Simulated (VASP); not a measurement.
# RbBr (I4/mmm) in VASP: a series of runs

Runs on RbBr. Level: LDA. Tasks: single point.

Everything below comes from runs of VASP 6.6.1. Logs are shortened: lines on timing, memory, paths and dates and some standing lists are left out, and cuts for length are marked.

## (1) The cell of the first run

Symmetry: I4/mmm, No. 139, tetragonal system. Conventional cell: a = 4.847 Å, b = 4.847 Å, c = 7.129 Å, α = 90.00°, β = 90.00°, γ = 90.00°. Rb (site symmetry 4/mmm) has 6 Br at 3.43 to 3.56 Å within 4.5 Å. Within 4.5 Å of Br (site symmetry 4/mmm) lie 6 Rb at 3.43 to 3.56 Å.

## (2) Single point, LDA (strain +0.000 along x and y, +0.040 along z)

INCAR reads:

```
SYSTEM = RbBr
PREC = Accurate ; ENCUT = 520
EDIFF = 1E-7 ; ISMEAR = 0
SIGMA = 0.05 ; LREAL = .FALSE.
LASPH = .TRUE. ; NELM = 80
ALGO = Normal ; ISIF = 2
LWAVE = .FALSE. ; LCHARG = .FALSE.
NBANDS = 15
```

KPOINTS reads:

```
regular mesh
0
G
  6 6 6
  0 0 0
```

POSCAR reads:

```
RbBr
1.0
    0.0000000000      3.4275000000      3.5646000000
    3.4275000000      0.0000000000      3.5646000000
    3.4275000000      3.4275000000      0.0000000000
Rb Br
1 1
Direct
    0.0000000000      0.0000000000      0.0000000000
    0.5000000000      0.5000000000      0.5000000000
```

Potentials or basis: VASP PAW LDA potentials, release 64 (Rb_sv, Br).

Started as:

```bash
$ cat potpaw_LDA.64/Rb_sv/POTCAR potpaw_LDA.64/Br/POTCAR > POTCAR
$ mpirun -np 1 vasp_std > vasp.out
```

OUTCAR:

```text
SYSTEM = RbBr
   PREC = Accurate
   ENCUT = 520
   EDIFF = 1E-7
   ISMEAR = 0
   LREAL = .FALSE.
   LASPH = .TRUE.
   NELM = 80
   ISIF = 2

 ion  position               nearest neighbor table
   1  0.000  0.000  0.000-   2 3.43   2 3.43   2 3.43   2 3.43   2 3.56   2 3.56
   2  0.500  0.500  0.500-   1 3.43   1 3.43   1 3.43   1 3.43   1 3.56   1 3.56

  LATTYP: Found a body centered tetragonal cell.
 ALAT       =     4.8472169850
 C/A-ratio  =     1.4707821049

  Lattice vectors:

 A1 = (  -3.4275000000,   0.0000000000,   3.5646000000)
 A2 = (   3.4275000000,   0.0000000000,   3.5646000000)
 A3 = (   0.0000000000,   3.4275000000,  -3.5646000000)

Analysis of symmetry for initial positions (statically):
=====================================================================
 Subroutine PRICEL returns:
 Original cell was already a primitive cell.

 Routine SETGRP: Setting up the symmetry group for a
 body centered tetragonal supercell.

 Subroutine GETGRP returns: Found 16 space group operations
 (whereof 16 operations were pure point group operations)
 out of a pool of 16 trial point group operations.

The static configuration has the point symmetry D_4h.

Analysis of symmetry for dynamics (positions and initial velocities):
=====================================================================
 Subroutine PRICEL returns:
 Original cell was already a primitive cell.

 Routine SETGRP: Setting up the symmetry group for a
 body centered tetragonal supercell.

 Subroutine GETGRP returns: Found 16 space group operations
 (whereof 16 operations were pure point group operations)
 out of a pool of 16 trial point group operations.

The dynamic configuration has the point symmetry D_4h.

 Subroutine INISYM returns: Found 16 space group operations
 (whereof 16 operations are pure point group operations),
 and found     1 'primitive' translations

----------------------------------------------------------------------------------------

                                     Primitive cell

  volume of cell :      83.7521

  direct lattice vectors                    reciprocal lattice vectors
     0.000000000  3.427500000  3.564600000    -0.145878920  0.145878920  0.140268193
     3.427500000  0.000000000  3.564600000     0.145878920 -0.145878920  0.140268193
     3.427500000  3.427500000  0.000000000     0.145878920  0.145878920 -0.140268193

  length of vectors
     4.945111668  4.945111668  4.847216985     0.249472413  0.249472413  0.249472413

  position of ions in fractional coordinates (direct lattice)
     0.000000000  0.000000000  0.000000000
     0.500000000  0.500000000  0.500000000

  ion indices of the primitive-cell ions
   primitive index   ion index
                 1           1
                 2           2

----------------------------------------------------------------------------------------

 KPOINTS: regular mesh

Automatic generation of k-mesh.
 Grid dimensions read from file:
 generate k-points for:    6    6    6

 Generating k-lattice:

  Cartesian coordinates                     Fractional coordinates (reciprocal lattice)
    -0.024313153  0.024313153  0.023378032     0.166666667  0.000000000  0.000000000
     0.024313153 -0.024313153  0.023378032     0.000000000  0.166666667  0.000000000
     0.024313153  0.024313153 -0.023378032    -0.000000000 -0.000000000  0.166666667

  Length of vectors
     0.041578735  0.041578735  0.041578735

  Shift w.r.t. Gamma in fractional coordinates (k-lattice)
     0.000000000  0.000000000  0.000000000

 Subroutine IBZKPT returns following result:
 ===========================================

 Found     30 irreducible k-points:

 Following reciprocal coordinates:
            Coordinates               Weight
  0.000000  0.000000  0.000000      1.000000
  0.166667  0.000000  0.000000      8.000000
  0.333333  0.000000  0.000000      8.000000
  0.500000 -0.000000  0.000000      4.000000
  0.166667  0.166667  0.000000      2.000000
  0.333333  0.166667  0.000000      8.000000
[... 16 lines left out ...]
  0.333333  0.000000  0.333333      4.000000
  0.500000 -0.000000  0.333333     16.000000
 [... further k-points ...]
   k-points           NKPTS =     30   k-points in BZ     NKDIM =     30   number of bands    NBANDS=     15
   number of dos      NEDOS =    301   number of ions     NIONS =      2
   total plane-waves  NPLWV =  57600
   dimension x,y,z NGX =    40 NGY =   40 NGZ =   36
   dimension x,y,z NGXF=    80 NGYF=   80 NGZF=   72
   ions per type =               1   1
   NGX,Y,Z   is equivalent  to a cutoff of  13.45, 13.45, 12.35 a.u.
   NGXF,Y,Z  is equivalent  to a cutoff of  26.89, 26.89, 24.69 a.u.
 SYSTEM =  RbBr
   PREC   = accura    normal or accurate (medium, high low for compatibility)
   ISTART =      0    job   : 0-new  1-cont  2-samecut
   ICHARG =      2    charge: 1-file 2-atom 10-const
   ISPIN  =      1    spin polarized calculation?
   LNONCOLLINEAR =      F non collinear calculations
   LSORBIT =      F    spin-orbit coupling
   LASPH  =      T    aspherical Exc in radial PAW
   ENCUT  =  520.0 eV  38.22 Ry    6.18 a.u.   9.19  9.19  9.01*2*pi/ulx,y,z
   NELM   =     80;   NELMIN=  2; NELMDL= -5     # of ELM steps
   EDIFF  = 0.1E-06   stopping-criterion for ELM
   LREAL  =      F    real-space projection
   EDIFFG = 0.1E-05   stopping-criterion for IOM
   NSW    =      0    number of steps for IOM
   IBRION =     -1    ionic relax: 0-MD 1-quasi-New 2-CG
   NFREE  =      0    steps in history (QN), initial steepest desc. (CG)
   ISIF   =      2    stress and relaxation
   ISYM   =      2    0-nonsym 1-usesym 2-fastsym
   POTIM  = 0.5000    time-step for ionic-motion
   TEBEG  =    0.0;   TEEND  =   0.0 temperature during run
   PSTRESS=    0.0 pullay stress
   NELECT =      16.0000    total number of electrons
   NUPDOWN=      -1.0000    fix difference up-down
   EMIN   =  10.00;   EMAX   =-10.00  energy-range for DOS
   EFERMI =   0.00;   METHOD = LEGACY
   ISMEAR =     0;   SIGMA  =   0.05  broadening in eV -4-tet -1-fermi 0-gaus
   EFERMI_NEDOS =   21; number of points for ismear=-14 and -15
   IALGO  =     38    algorithm
   IMIX   =      4    mixing-type and parameters
     AMIX     =   0.40;   BMIX     =  1.00
     AMIX_MAG =   1.60;   BMIX_MAG =  1.00
  volume/ion in A,a.u.               =      41.88       282.59
  Fermi-wavevector in a.u.,A,eV,Ry     =   0.942865  1.781757 12.095507  0.888995
  Thomas-Fermi vector in A             =   2.070516
   LORBIT       =      0    0 simple, 1 ext, 2 COOP (PROOUT), +10 PAW based schemes
   GGA     = CA    functional components
   LHFCALC =     F    Hartree Fock is set to
   AEXX    =    0.0000 exact exchange contribution
   IVDW    =     0    specifies the selected vdW correction
   LEPSILON=     F    determine dielectric tensor
   LRPA    =     F    only Hartree local field effects (RPA)
 non-spin polarized calculation
 Gauss-broadening in eV      SIGMA  =   0.05
  energy-cutoff  :      520.00
  volume of cell :       83.75
 maximum number of plane-waves:      2292
 NGX is ok and might be reduce to    40
   NGX = 19   NGY = 19   NGZ = 17

 number of electron      15.9999999 magnetization

 Free energy of the ion-electron system (eV)
  ---------------------------------------------------
  ext. energy  EPLUGINS =         0.00000000
  ---------------------------------------------------
  free energy    TOTEN  =        -6.66076532 eV

  energy without entropy =       -6.66076532  energy(sigma->0) =       -6.66076532

 E-fermi :  -1.8836     XC(G=0):  -7.5798

 val. band max:       -2.0919620922   @ k =   0.0000   0.0000   0.0000
 cond. band min:       1.7615789432   @ k =   0.0000   0.0000   0.0000
 fundamental gap:      3.8535410354
 Fermi energy:        -1.8836365939

 k-point     1 :       0.0000    0.0000    0.0000
  band No.  band energies     occupation
      1     -26.4534      2.00000
      2     -14.2777      2.00000
      3     -10.5948      2.00000
      4     -10.5948      2.00000
      5     -10.5905      2.00000
      6      -2.1252      2.00000
      7      -2.0920      2.00000
      8      -2.0920      2.00000
      9       1.7616      0.00000
     10       4.7639      0.00000
     11       4.9941      0.00000
     12       4.9941      0.00000
     13       5.7352      0.00000
     14       5.9316      0.00000
     15       8.3693      0.00000

 k-point     2 :       0.1667    0.0000    0.0000
  band No.  band energies     occupation
      1     -26.4514      2.00000
      2     -14.2866      2.00000
      3     -10.5959      2.00000
      4     -10.5948      2.00000
      5     -10.5842      2.00000
      6      -2.4142      2.00000
      7      -2.2022      2.00000
      8      -2.1874      2.00000
      9       2.3969      0.00000
     10       4.7430      0.00000
     11       5.1768      0.00000
     12       5.3049      0.00000
     13       6.1120      0.00000
     14       6.3291      0.00000
     15       9.3696      0.00000

 k-point     3 :       0.3333    0.0000    0.0000
  band No.  band energies     occupation
      1     -26.4472      2.00000
      2     -14.3041      2.00000
      3     -10.6055      2.00000
      4     -10.5948      2.00000
      5     -10.5641      2.00000
      6      -2.8964      2.00000
      7      -2.3659      2.00000
      8      -2.3656      2.00000
      9       3.6455      0.00000
     10       4.8292      0.00000
     11       6.0704      0.00000
     12       6.1717      0.00000
     13       7.0426      0.00000
     14       7.3128      0.00000
     15       8.9489      0.00000
[... 343 lines left out ...]
 k-point    23 :       0.3333    0.0000    0.3333
  band No.  band energies     occupation
      1     -26.4450      2.00000
      2     -14.2613      2.00000
      3     -10.6553      2.00000
      4     -10.6525      2.00000
      5     -10.6362      2.00000
      6      -2.7320      2.00000
      7      -2.2635      2.00000
      8      -2.2429      2.00000
      9       3.5224      0.00000
     10       3.7418      0.00000
     11       6.5582      0.00000
     12       7.1808      0.00000
     13       7.2494      0.00000
     14       7.3490      0.00000
     15       8.3218      0.00000

 k-point    24 :       0.5000   -0.0000    0.3333
  band No.  band energies     occupation
      1     -26.4430      2.00000
      2     -14.2482      2.00000
      3     -10.7205      2.00000
      4     -10.6518      2.00000
      5     -10.6398      2.00000
      6      -2.6377      2.00000
      7      -2.4050      2.00000
      8      -2.3218      2.00000
      9       3.6201      0.00000
     10       4.6761      0.00000
     11       6.3180      0.00000
     12       7.0200      0.00000
     13       7.1126      0.00000
     14       7.9451      0.00000
     15       8.5080      0.00000

 [... further k-points ...]

------------------------ aborting loop because EDIFF is reached ----------------------------------------

  FORCE on cell =-STRESS in cart. coord.  units (eV):
  Direction    XX          YY          ZZ          XY          YZ          ZX
  --------------------------------------------------------------------------------------
  -------------------------------------------------------------------------------------
  Total       -0.6860018     -0.6860018     -1.0619573      0.0000000      0.0000000      0.0000000
  in kB      -13.1232119    -13.1232119    -20.3152379      0.0000000      0.0000000      0.0000000
  external PRESSURE =     -15.5205539 kB  Pullay stress =       0.0000000 kB

 VOLUME and BASIS-vectors are now :
 -----------------------------------------------------------------------------
  energy-cutoff  :      520.00
  volume of cell :       83.75
      direct lattice vectors                 reciprocal lattice vectors
     0.000000000  3.427500000  3.564600000    -0.145878920  0.145878920  0.140268193
     3.427500000  0.000000000  3.564600000     0.145878920 -0.145878920  0.140268193
     3.427500000  3.427500000  0.000000000     0.145878920  0.145878920 -0.140268193

 POSITION                                       TOTAL-FORCE (eV/Angst)
 -----------------------------------------------------------------------------------
      0.00000      0.00000      0.00000         0.000000      0.000000      0.000000
      3.42750      3.42750      3.56460         0.000000      0.000000      0.000000
 -----------------------------------------------------------------------------------
    total drift:                                0.000000     -0.000000     -0.000000

  FREE ENERGIE OF THE ION-ELECTRON SYSTEM (eV)
  ---------------------------------------------------
  free  energy   TOTEN  =        -6.6607653228 eV

  energy  without entropy=       -6.6607653228  energy(sigma->0) =       -6.66076532
```

Run time: 44 s. Hardware: 1 thread of Intel Xeon 8259CL, shared host; peak memory 0.2 GiB.

What came out:

```yaml
Free_energy: -6.6608 eV
Pressure: -1.6 GPa
Band_gap_on_the_k_mesh: 3.85 eV
```

Levels at points of the mesh, in eV from the valence-band top:
| k point | band 5 | band 6 | band 7 | band 8 | band 9 | band 10 | band 11 | band 12 |
| --- | --- | --- | --- | --- | --- | --- | --- | --- |
| (0.00, 0.00, 0.00) | -8.50 | -0.03 | 0.00 | 0.00 | 3.85 | 6.86 | 7.09 | 7.09 |
| (0.50, 0.00, 0.00) | -8.46 | -1.00 | -0.36 | -0.35 | 6.35 | 7.25 | 9.11 | 9.16 |
| (0.50, 0.50, 0.00) | -8.56 | -0.54 | -0.15 | -0.15 | 5.36 | 6.61 | 8.50 | 8.92 |
| (0.50, 0.00, 0.50) | -8.56 | -0.48 | -0.20 | -0.18 | 5.32 | 6.65 | 8.66 | 9.00 |

Caveat: the cell differs from its parent crystal (strain +0.000 along x and y, +0.040 along z).

## (3) Single point, LDA (strain +0.040 along x and y, +0.080 along z)

INCAR reads:

```
SYSTEM = RbBr
PREC = Accurate ; ENCUT = 520
EDIFF = 1E-6 ; ISMEAR = 0
SIGMA = 0.05 ; LREAL = .FALSE.
LASPH = .TRUE. ; NELM = 80
ALGO = Normal ; ISIF = 2
LWAVE = .FALSE. ; LCHARG = .TRUE.
GGA = CA ; LELF = .TRUE.
LVHAR = .TRUE. ; NBANDS = 15
```

KPOINTS is that of step 2.

POSCAR reads:

```
RbBr
1.0
    0.0000000000      3.5646000000      3.7017000000
    3.5646000000      0.0000000000      3.7017000000
    3.5646000000      3.5646000000      0.0000000000
Rb Br
1 1
Direct
    0.0000000000      0.0000000000      0.0000000000
    0.5000000000      0.5000000000      0.5000000000
```

Potentials or basis: VASP PAW LDA potentials, release 64 (Rb_sv, Br).

Started as:

```bash
$ cat potpaw_LDA.64/Rb_sv/POTCAR potpaw_LDA.64/Br/POTCAR > POTCAR
$ mpirun -np 1 vasp_std > vasp.out
```

Wall time 59 s (1 thread of Intel Xeon 8259CL, shared host); peak memory 0.21 GiB.

Results (log left out):

* Free energy: -6.5326 eV
* Pressure: -2.3 GPa
* Band gap on the k mesh: 3.62 eV

Stress tensor (GPa, compression positive):
```
-2.25  0.00  0.00
 0.00 -2.25  0.00
 0.00  0.00 -2.48
```

Levels at points of the mesh, in eV from the valence-band top:
```csv
k point,band 6,band 7,band 8,band 9,band 10,band 11
"(0.00, 0.00, 0.00)",-0.01,0.00,0.00,3.62,6.82,7.02
"(0.50, 0.00, 0.00)",-0.82,-0.26,-0.25,6.07,6.84,8.76
"(0.50, 0.50, 0.00)",-0.47,-0.14,-0.14,5.45,6.19,7.95
"(0.50, 0.00, 0.50)",-0.44,-0.17,-0.16,5.41,6.26,8.12
```

Caveat: the cell differs from its parent crystal (strain +0.040 along x and y, +0.080 along z).

(Part 1 of 2 ends here.)
